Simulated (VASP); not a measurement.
Wanted: the native input for a VASP 6.6.1 run.

* Task: single point
* Functional: LDA
* Potentials or basis: VASP PAW LDA potentials, release 64 (Al)
* Cutoff: 520 eV
* k mesh: 17 × 17 × 17
* Occupations: fermi-dirac, width 0.03 eV
* Spin: no spin polarisation
* Dipole correction: no
* Further INCAR settings: ALGO = Normal; EDIFF = 1e-06; NBANDS = 8

The structure of Al lies in POSCAR:

```
Al
1.0
    0.0000000000      2.0373842317      2.0373842317
    2.0373842317      0.0000000000      2.0373842317
    2.0373842317      2.0373842317      0.0000000000
Al
1
Direct
    0.0000000000      0.0000000000      0.0000000000
```

The input as run:

INCAR

```
ALGO = Normal
EDIFF = 1E-6
ENCUT = 520
GGA = CA
ISIF = 2
ISMEAR = -1
LASPH = True
LCHARG = True
LELF = True
LREAL = False
LVHAR = True
LWAVE = False
NBANDS = 8
NELM = 60
PREC = Accurate
SIGMA = 0.03
```

KPOINTS

```
k-points
0
Gamma
  17 17 17
```

Potentials or basis: VASP PAW LDA potentials, release 64 (Al).

Run with:

```console
$ cat potpaw_LDA.64/Al/POTCAR > POTCAR
$ mpirun -np 1 vasp_std > vasp.out
```

Results of the run:

* Pressure: -4.9 GPa
* Band gap on the k mesh: zero (an odd number of electrons rules out a gap without spin polarisation)

Caveat: the cell stands under tension.

It took 15 s on 1 thread of Intel Xeon 8259CL, on a shared host, peak memory 0.13 GiB.
